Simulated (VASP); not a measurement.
Runs of VASP 6.6.1 on Na. The structure is that of space group I4/mmm (No. 139), or close to it. The cells are those of the table. 

```tsv
cell	gap on the mesh (eV)	pressure (GPa)
a = 3.670 Å, angles 107.5, 107.5, 113.5°, 1 atom	none	(b)
a = 3.762 Å, angles 107.5, 107.5, 113.4°, 1 atom	none	-0.7
a = 3.638 Å, angles 110.8, 110.8, 106.7°, 1 atom	none	0.0
a = 3.791 Å, angles 108.2, 108.2, 112.1°, 1 atom	none	-0.8
a = 3.733 Å, angles 106.9, 106.9, 114.8°, 1 atom	none	(c)
a = 3.730 Å, angles 110.8, 110.8, 106.8°, 1 atom	none	-0.5
a = 3.670 Å, angles 111.5, 111.5, 105.4°, 1 atom	none	-0.2
a = 3.699 Å, angles 108.1, 108.1, 112.1°, 1 atom	none	(a)
```

Alike in all rows: task single point; level PBE; potentials or basis VASP PAW PBE potentials, release 64 (Na_pv); no spin polarisation; k mesh 16 × 16 × 16; cutoff (eV) 520; smearing gaussian 0.15 eV.

Problem. Estimate the missing entries.

Solution. (a) -0.4; (b) -0.3; (c) -0.6.

A gap of «none» marks levels without a gap at the run's occupations.
